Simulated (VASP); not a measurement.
Write the native input for VASP 6.6.1 that does the following.

| Item | Value |
| --- | --- |
| Task | relaxation of cell and atoms |
| Functional | PBE |
| Potentials or basis | VASP PAW PBE potentials, release 64 (Be, B, N) |
| Cutoff | 600 eV |
| k mesh | 16 × 16 × 18 |
| Occupations | gaussian, width 0.1 eV |
| Spin | no spin polarisation |
| Dipole correction | no |
| Further INCAR settings | ALGO = Normal; EDIFF = 1e-06; IBRION = 2; EDIFFG = -0.01; NSW = 100; ISIF = 3 |

The structure of BeB2N lies in POSCAR:

```
BeB2N
1.0
    1.5547491359     -3.5476808820      0.0000000000
    1.5547491359      3.5476808820      0.0000000000
    0.0000000000      0.0000000000      2.6679652626
Be B N
1 2 1
Direct
    0.0000000000      0.0000000000      0.0000000000
    0.0000000000      0.5000000000      0.5000000000
    0.5000000000      0.0000000000      0.5000000000
    0.5000000000      0.5000000000      0.5000000000
```

The input as run:

INCAR

```
ALGO = Normal
EDIFF = 1E-6
EDIFFG = -0.01
ENCUT = 600
GGA = PE
IBRION = 2
ISIF = 3
ISMEAR = 0
LASPH = T
LCHARG = F
LREAL = F
LWAVE = F
NELM = 100
NSW = 100
PREC = Accurate
SIGMA = 0.1
```

KPOINTS

```
k-points
0
Gamma
  16 16 18
```

Potentials or basis: VASP PAW PBE potentials, release 64 (Be, B, N).

The run is started by

```console
$ cat potpaw_PBE.64/Be/POTCAR potpaw_PBE.64/B/POTCAR potpaw_PBE.64/N/POTCAR > POTCAR
$ mpirun -np 1 vasp_std > vasp.out
```

It gave:

```json
{
 "Relaxed volume": "7.46 Å³/atom",
 "Relaxed cell": "a = 3.946 Å, b = 3.946 Å, c = 2.657 Å, α = 90.00°, β = 90.00°, γ = 133.84°",
 "Space group after relaxing (to 0.05 Å)": "Cmmm (No. 65)",
 "Energy gained by relaxing": "1.0 meV/atom",
 "Ionic steps": "8",
 "Pressure after relaxing": "0.0 GPa"
}
```

Run time: 23 min on 1 thread of AMD EPYC 7R13, with other jobs on the host, peak memory 0.4 GiB.
